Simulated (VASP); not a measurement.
# AlNi: relaxation of shape and atoms at fixed volume with PBEsol

The system is AlNi.

```
Al Ni
1.0
     2.01050   -2.01050    0.00000
     2.01050    2.01050    0.00000
     0.00000    0.00000    2.84552
Al Ni
1 1
Direct
  0.00000 0.00000 0.00000
  0.50000 0.50000 0.50000
```

```yaml
Program: VASP 6.6.1
Task: relaxation of shape and atoms at fixed volume
Functional: PBEsol
Potentials_or_basis: VASP PAW PBE potentials, release 64 (Al, Ni)
Cutoff: 600 eV
k_mesh: 16 × 16 × 14
Occupations: fermi-dirac, width 0.15 eV
Spin: no spin polarisation
Dipole_correction: no
Further_INCAR_settings: ALGO = Normal; EDIFF = 1e-06; IBRION = 2; EDIFFG = -0.001; NSW = 80; ISIF = 4
```

The pressure after relaxing is 3.7 GPa and the band gap on the k mesh is zero (an odd number of electrons rules out a gap without spin polarisation).

Final structure:
```yaml
crystal:
  lattice:
    - [2.01050, -2.01050, 0.00000]
    - [2.01050, 2.01050, 0.00000]
    - [0.00000, 0.00000, 2.84552]
  atoms:
    - { symbol: Al, position: [0.00000, 0.00000, 0.00000] }
    - { symbol: Ni, position: [0.50000, 0.50000, 0.50000] }
```

Levels at points of the mesh, in eV from the Fermi level:
```csv
k point,band 4,band 5,band 6,band 7,band 8,band 9,band 10
"(0.00, 0.00, 0.00)",-1.66,-1.66,-1.65,5.62,5.65,5.65,8.25
"(0.50, 0.00, 0.00)",-2.40,-2.39,-1.56,-0.70,8.33,10.15,10.17
"(0.50, 0.50, 0.00)",-3.00,-2.23,-2.23,-1.10,1.51,2.67,12.69
"(0.00, 0.00, 0.50)",-2.39,-2.39,-1.56,-0.71,8.33,10.17,10.17
"(0.50, 0.00, 0.50)",-3.00,-2.22,-2.22,-1.10,1.50,2.66,12.71
"(0.50, 0.50, 0.50)",-1.07,-1.07,1.93,1.93,1.93,4.06,4.63
```

It took 42 s on 1 thread of Intel(R) Xeon(R) Platinum 8259CL CPU @ 2.50GHz (Skylake/Cascade Lake), on a shared host, peak memory 0.24 GiB.

Caveat: the relaxation stopped at its first step, so nothing moved; the PAW data sets were made with another functional, which shifts forces and pressure a little. Spin polarisation is off, so any magnetic state and its effect on volume and gap are missing.
